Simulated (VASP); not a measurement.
# InP (F-43m) in VASP: a series of runs

InP is run at these levels: PBEsol; tasks: elastic constants.

Program: VASP 6.6.1. These are calculated values, not measurements. Logs are shortened: lines on timing, memory, paths and dates and some standing lists are left out, and cuts for length are marked.

**1. The cell of the first run**

The structure is cubic, space group F-43m (No. 216). Conventional cell: a = 5.824 Å, b = 5.824 Å, c = 5.824 Å, α = 90.00°, β = 90.00°, γ = 90.00°. In (site symmetry -43m) has 4 P at 2.52 Å within 3.3 Å. P (site symmetry -43m) has 4 In at 2.52 Å within 3.3 Å.

**2. Elastic constants, PBEsol**

The input, INCAR:

```
PREC     = Accurate       # precision mode
ENCUT    = 600            # plane-wave cutoff, eV
EDIFF    = 1E-8           # SCF threshold, eV
ISMEAR   = 0              # smearing method
SIGMA    = 0.01           # smearing width, eV
LREAL    = F              # projectors in reciprocal space
LASPH    = T              # aspherical terms in the spheres
NELM     = 80             # most SCF steps
ALGO     = Normal         # electronic algorithm
ISIF     = 3              # what is computed and relaxed
LWAVE    = F              # write WAVECAR
LCHARG   = F              # write CHGCAR
GGA      = PS             # functional
IBRION   = 6              # ionic algorithm
NFREE    = 2            
POTIM    = 0.015          # step
NSW      = 1              # ionic steps
```

The input, KPOINTS:

```
Automatic mesh
0
Gamma
  6 6 6
```

The input, POSCAR:

```
InP
1.0
    0.0000000000      2.9121682883      2.9121682883
    2.9121682883      0.0000000000      2.9121682883
    2.9121682883      2.9121682883      0.0000000000
In P
1 1
Direct
    0.0000000000      0.0000000000      0.0000000000
    0.7500000000      0.7500000000      0.7500000000
```

Potentials or basis: VASP PAW PBE potentials, release 64 (In_d, P).

On the command line:

```bash
$ cat potpaw_PBE.64/In_d/POTCAR potpaw_PBE.64/P/POTCAR > POTCAR
$ mpirun -np 1 vasp_std > vasp.out
```

OUTCAR:

```text
PREC = Accurate
   ENCUT = 600
   EDIFF = 1E-8
   ISMEAR = 0
   LREAL = F
   LASPH = T
   NELM = 80
   ISIF = 3
   GGA = PS
   IBRION = 6
   NFREE = 2
   POTIM = 0.015
   NSW = 1

 ion  position               nearest neighbor table
   1  0.000  0.000  0.000-   2 2.52   2 2.52   2 2.52   2 2.52
   2  0.750  0.750  0.750-   1 2.52   1 2.52   1 2.52   1 2.52

  LATTYP: Found a face centered cubic cell.
 ALAT       =     5.8243365766

  Lattice vectors:

 A1 = (   0.0000000000,   2.9121682883,   2.9121682883)
 A2 = (   2.9121682883,   0.0000000000,   2.9121682883)
 A3 = (   2.9121682883,   2.9121682883,   0.0000000000)

Analysis of symmetry for initial positions (statically):
=====================================================================
 Subroutine PRICEL returns:
 Original cell was already a primitive cell.

 Routine SETGRP: Setting up the symmetry group for a
 face centered cubic supercell.

 Subroutine GETGRP returns: Found 24 space group operations
 (whereof 24 operations were pure point group operations)
 out of a pool of 48 trial point group operations.

The static configuration has the point symmetry T_d .

Analysis of symmetry for dynamics (positions and initial velocities):
=====================================================================
 Subroutine PRICEL returns:
 Original cell was already a primitive cell.

 Routine SETGRP: Setting up the symmetry group for a
 face centered cubic supercell.

 Subroutine GETGRP returns: Found 24 space group operations
 (whereof 24 operations were pure point group operations)
 out of a pool of 48 trial point group operations.

The dynamic configuration has the point symmetry T_d .

 Subroutine INISYM returns: Found 24 space group operations
 (whereof 24 operations are pure point group operations),
 and found     1 'primitive' translations

----------------------------------------------------------------------------------------

                                     Primitive cell

  volume of cell :      49.3946

  direct lattice vectors                    reciprocal lattice vectors
     0.000000000  2.912168288  2.912168288    -0.171693374  0.171693374  0.171693374
     2.912168288  0.000000000  2.912168288     0.171693374 -0.171693374  0.171693374
     2.912168288  2.912168288  0.000000000     0.171693374  0.171693374 -0.171693374

  length of vectors
     4.118427889  4.118427889  4.118427889     0.297381648  0.297381648  0.297381648

  position of ions in fractional coordinates (direct lattice)
     0.000000000  0.000000000  0.000000000
     0.750000000  0.750000000  0.750000000

  ion indices of the primitive-cell ions
   primitive index   ion index
                 1           1
                 2           2

----------------------------------------------------------------------------------------

 KPOINTS: Automatic mesh

Automatic generation of k-mesh.
 Grid dimensions read from file:
 generate k-points for:    6    6    6

 Generating k-lattice:

  Cartesian coordinates                     Fractional coordinates (reciprocal lattice)
    -0.028615562  0.028615562  0.028615562     0.166666667  0.000000000  0.000000000
     0.028615562 -0.028615562  0.028615562     0.000000000  0.166666667  0.000000000
     0.028615562  0.028615562 -0.028615562     0.000000000  0.000000000  0.166666667

  Length of vectors
     0.049563608  0.049563608  0.049563608

  Shift w.r.t. Gamma in fractional coordinates (k-lattice)
     0.000000000  0.000000000  0.000000000

 Subroutine IBZKPT returns following result:
 ===========================================

 Found     16 irreducible k-points:

 Following reciprocal coordinates:
            Coordinates               Weight
  0.000000  0.000000  0.000000      1.000000
  0.166667  0.000000  0.000000      8.000000
  0.333333  0.000000  0.000000      8.000000
  0.500000  0.000000  0.000000      4.000000
  0.166667  0.166667  0.000000      6.000000
  0.333333  0.166667  0.000000     24.000000
[... 8 lines left out ...]
 -0.333333  0.333333  0.166667     24.000000
 -0.333333  0.500000  0.166667     12.000000
[... 51 lines left out ...]
 Gauss-broadening in eV      SIGMA  =   0.01
  energy-cutoff  :      600.00
  volume of cell :       49.39
 maximum number of plane-waves:      1676
 NGX is ok and might be reduce to    36
   NGX = 17   NGY = 17   NGZ = 17

--------------------------------------- Ionic step        1  -------------------------------------------

 number of electron      18.0000001 magnetization

 Free energy of the ion-electron system (eV)
  ---------------------------------------------------
  ext. energy  EPLUGINS =         0.00000000
  ---------------------------------------------------
  free energy    TOTEN  =        -9.13479036 eV

  energy without entropy =       -9.13479036  energy(sigma->0) =       -9.13479036

------------------------ aborting loop because EDIFF is reached ----------------------------------------

  FORCE on cell =-STRESS in cart. coord.  units (eV):
  Direction    XX          YY          ZZ          XY          YZ          ZX
  --------------------------------------------------------------------------------------
  -------------------------------------------------------------------------------------
  Total        0.6126855      0.6126855      0.6126855      0.0000000      0.0000000      0.0000000
  in kB       19.8732463     19.8732463     19.8732463      0.0000000      0.0000000      0.0000000
  external PRESSURE =      19.8732463 kB  Pullay stress =       0.0000000 kB
[... 89 lines left out ...]
  FREE ENERGIE OF THE ION-ELECTRON SYSTEM (eV)
  ---------------------------------------------------
  free  energy   TOTEN  =        -9.1219838123 eV

  energy  without entropy=       -9.1219838123  energy(sigma->0) =       -9.12198381

[... ionic steps 4 to 14 ...]

--------------------------------------- Ionic step       15  -------------------------------------------

 number of electron      18.0000001 magnetization

------------------------ aborting loop because EDIFF is reached ----------------------------------------
[... 67 lines left out ...]
--------------------------------------- Ionic step       17  -------------------------------------------

 number of electron      18.0000001 magnetization

 Free energy of the ion-electron system (eV)
  ---------------------------------------------------
  ext. energy  EPLUGINS =         0.00000000
  ---------------------------------------------------
  free energy    TOTEN  =        -9.13384345 eV

  energy without entropy =       -9.13384345  energy(sigma->0) =       -9.13384345

 E-fermi :   5.4255     XC(G=0):  -9.5597

 val. band max:        5.3351965964   @ k =   0.0000   0.0000   0.0000
 cond. band min:       6.0208183355   @ k =   0.0000   0.0000   0.0000
 fundamental gap:      0.6856217392
 Fermi energy:         5.4255115343

 k-point     1 :       0.0000    0.0000    0.0000
  band No.  band energies     occupation
      1      -8.8951      2.00000
      2      -8.8914      2.00000
      3      -8.8871      2.00000
      4      -8.7270      2.00000
      5      -8.7270      2.00000
      6      -6.3733      2.00000
      7       5.2792      2.00000
      8       5.3081      2.00000
      9       5.3352      2.00000
     10       6.0208      0.00000
     11       9.3003      0.00000
     12       9.3164      0.00000
     13       9.3342      0.00000
[... 354 lines left out ...]
  band No.  band energies     occupation
      1      -9.0306      2.00000
      2      -8.8415      2.00000
      3      -8.8258      2.00000
      4      -8.7327      2.00000
      5      -8.7086      2.00000
      6      -4.4315      2.00000
      7      -0.3425      2.00000
      8       3.0319      2.00000
      9       3.8760      2.00000
     10       7.8640      0.00000
     11       9.6416      0.00000
     12      10.9508      0.00000
     13      11.8703      0.00000

 [... further k-points ...]

------------------------ aborting loop because EDIFF is reached ----------------------------------------

  FORCE on cell =-STRESS in cart. coord.  units (eV):
  Direction    XX          YY          ZZ          XY          YZ          ZX
  --------------------------------------------------------------------------------------
  -------------------------------------------------------------------------------------
  Total        0.6126546      0.6154423      0.6154423      0.0000000     -0.1339430      0.0000000
  in kB       19.8722430     19.9626641     19.9626641      0.0000000     -4.3446146      0.0000000
  external PRESSURE =      19.9325237 kB  Pullay stress =       0.0000000 kB
[... 17 lines left out ...]
  FREE ENERGIE OF THE ION-ELECTRON SYSTEM (eV)
  ---------------------------------------------------
  free  energy   TOTEN  =        -9.1338434511 eV

  energy  without entropy=       -9.1338434511  energy(sigma->0) =       -9.13384345

 INTERNAL STRAIN TENSORS FROM STRAINED CELLS
 ============================================

 INTERNAL STRAIN TENSOR FOR ION    1 for displacements in x,y,z  (eV/Angst):
          X           Y           Z          XY          YZ          ZX
  --------------------------------------------------------------------------------
  x     0.00000     0.00000    -0.00000    -0.00000    -8.94117     0.00000
  y    -0.00000     0.00000    -0.00000    -0.00000     0.00000    -8.94186
  z    -0.00000     0.00000    -0.00000    -8.94171    -0.00000     0.00000

 INTERNAL STRAIN TENSORS FROM DISPLACED ATOMS
 ============================================

 INTERNAL STRAIN TENSOR FOR ION    1 for displacements in x,y,z  (eV/Angst):
          X           Y           Z          XY          YZ          ZX
  --------------------------------------------------------------------------------
  x    -0.00000    -0.00000    -0.00000     0.00000    -8.93788     0.00000
  y    -0.00000     0.00000    -0.00000     0.00000     0.00000    -8.93788
  z    -0.00000    -0.00000    -0.00000    -8.93788     0.00000     0.00000

 INTERNAL STRAIN TENSOR FOR ION    2 for displacements in x,y,z  (eV/Angst):
          X           Y           Z          XY          YZ          ZX
  --------------------------------------------------------------------------------
  x    -0.00000    -0.00000    -0.00000     0.00000     8.93324     0.00000
  y     0.00000     0.00000     0.00000     0.00000     0.00000     8.93324
  z    -0.00000    -0.00000    -0.00000     8.93324     0.00000     0.00000

 Eigenvectors and eigenvalues of the dynamical matrix
 ----------------------------------------------------

   1 f  =    9.182730 THz    57.696795 2PiTHz  306.302907 cm-1    37.976703 meV
             X         Y         Z           dx          dy          dz
      0.000000  0.000000  0.000000    -0.460965    0.000000    0.000000
      4.368252  4.368252  4.368252     0.887418    0.000000    0.000000
[... 21 lines left out ...]
   6 f/i=    0.000426 THz     0.002679 2PiTHz    0.014224 cm-1     0.001763 meV
             X         Y         Z           dx          dy          dz
      0.000000  0.000000  0.000000    -0.887418    0.000000    0.000000
      4.368252  4.368252  4.368252    -0.460965    0.000000    0.000000

--------------------------------------------------------------------------------------------------------

 ELASTIC MODULI CONTR FROM IONIC RELAXATION (kBar)
 Direction    XX          YY          ZZ          XY          YZ          ZX
 --------------------------------------------------------------------------------
 XX          -0.0000     -0.0000     -0.0000     -0.0000     -0.0000     -0.0000
 YY          -0.0000     -0.0000     -0.0000     -0.0000     -0.0000      0.0000
 ZZ          -0.0000     -0.0000     -0.0000     -0.0000     -0.0000     -0.0000
 XY          -0.0000     -0.0000     -0.0000   -307.7011      0.0000     -0.0000
 YZ          -0.0000     -0.0000     -0.0000      0.0000   -307.7011     -0.0000
 ZX          -0.0000      0.0000     -0.0000     -0.0000     -0.0000   -307.7011
 --------------------------------------------------------------------------------

 TOTAL ELASTIC MODULI (kBar)
 Direction    XX          YY          ZZ          XY          YZ          ZX
 --------------------------------------------------------------------------------
 XX        1015.6928    602.6805    602.6805      0.0000      0.0000     -0.0000
 YY         602.6805   1015.6928    602.6805     -0.0000     -0.0000     -0.0000
 ZZ         602.6805    602.6805   1015.6928      0.0000     -0.0000     -0.0000
 XY           0.0000     -0.0000      0.0000    440.1980      0.0000     -0.0000
 YZ           0.0000     -0.0000     -0.0000      0.0000    440.1980     -0.0000
 ZX          -0.0000     -0.0000     -0.0000     -0.0000     -0.0000    440.1980
 --------------------------------------------------------------------------------
```

Run time: 12 min. Hardware: 1 thread of Intel Xeon 8259CL, shared host; peak memory 0.28 GiB.

Results:

- Elastic constants C11, C12, C44: 102, 60, 44 GPa
- Voigt bulk modulus: 74 GPa
- Highest phonon frequency at Γ, LO-TO splitting left out: 306 cm⁻¹

Phonon frequencies in cm⁻¹ (negative: imaginary):
```csv
q point,frequencies
"(0.000, 0.000, 0.000)",0 0 0 306 306 306
```

Elastic tensor in Voigt notation (GPa, in the Cartesian axes of the cell as first typed):
```
102  60  60   0   0   0
 60 102  60   0   0   0
 60  60 102   0   0   0
  0   0   0  44   0   0
  0   0   0   0  44   0
  0   0   0   0   0  44
```

Clamped-ion elastic tensor (GPa):
```
102  60  60   0   0   0
 60 102  60   0   0   0
 60  60 102   0   0   0
  0   0   0  75   0   0
  0   0   0   0  75   0
  0   0   0   0   0  75
```

Caveat: the cell is under stress, which shifts elastic constants; the PAW data sets were made with another functional, which shifts forces and pressure a little; spin-orbit coupling is left out, which moves the levels of the heavy elements.

**3. Elastic constants, PBEsol**

This run uses another cell than the first one, of 25.03 Å³/atom.

The input, INCAR:

```
SYSTEM = InP
PREC = Accurate ; ENCUT = 600
EDIFF = 1E-8 ; ISMEAR = 0
SIGMA = 0.01 ; LREAL = .FALSE.
LASPH = .TRUE. ; NELM = 60
ALGO = Normal ; ISIF = 3
LWAVE = .FALSE. ; LCHARG = .FALSE.
GGA = PS ; NBANDS = 16
IBRION = 6 ; NFREE = 2
POTIM = 0.015 ; NSW = 1
```

The input, KPOINTS:

```
Automatic mesh
0
G
  6 6 6
  0 0 0
```

The input, POSCAR:

```
InP
1.0
    0.0000000000      2.9250648372      2.9250648372
    2.9250648372      0.0000000000      2.9250648372
    2.9250648372      2.9250648372      0.0000000000
In P
1 1
Direct
    0.0000000000      0.0000000000      0.0000000000
    0.7500000000      0.7500000000      0.7500000000
```

Potentials or basis: VASP PAW PBE potentials, release 64 (In_d, P).

On the command line:

```bash
$ cat potpaw_PBE.64/In_d/POTCAR potpaw_PBE.64/P/POTCAR > POTCAR
$ mpirun -np 1 vasp_std > vasp.out
```

Wall time 14 min (1 thread of Intel Xeon 8259CL, shared host); peak memory 0.29 GiB.

It converged, with:

- Elastic constants C11, C12, C44: 99, 57, 44 GPa
- Voigt bulk modulus: 71 GPa
- Highest phonon frequency at Γ, LO-TO splitting left out: 301 cm⁻¹

Phonon frequencies in cm⁻¹ (negative: imaginary):
```
              q point        frequencies
(0.000, 0.000, 0.000)  0 0 0 301 301 301
```

Elastic tensor in Voigt notation (GPa, in the Cartesian axes of the cell as first typed):
```
99 57 57  0  0  0
57 99 57  0  0  0
57 57 99  0  0  0
 0  0  0 44  0  0
 0  0  0  0 44  0
 0  0  0  0  0 44
```

Clamped-ion elastic tensor (GPa):
```
99 57 57  0  0  0
57 99 57  0  0  0
57 57 99  0  0  0
 0  0  0 71  0  0
 0  0  0  0 71  0
 0  0  0  0  0 71
```

Caveat: the cell is under stress, which shifts elastic constants; the PAW data sets were made with another functional, which shifts forces and pressure a little; spin-orbit coupling is left out, which moves the levels of the heavy elements.
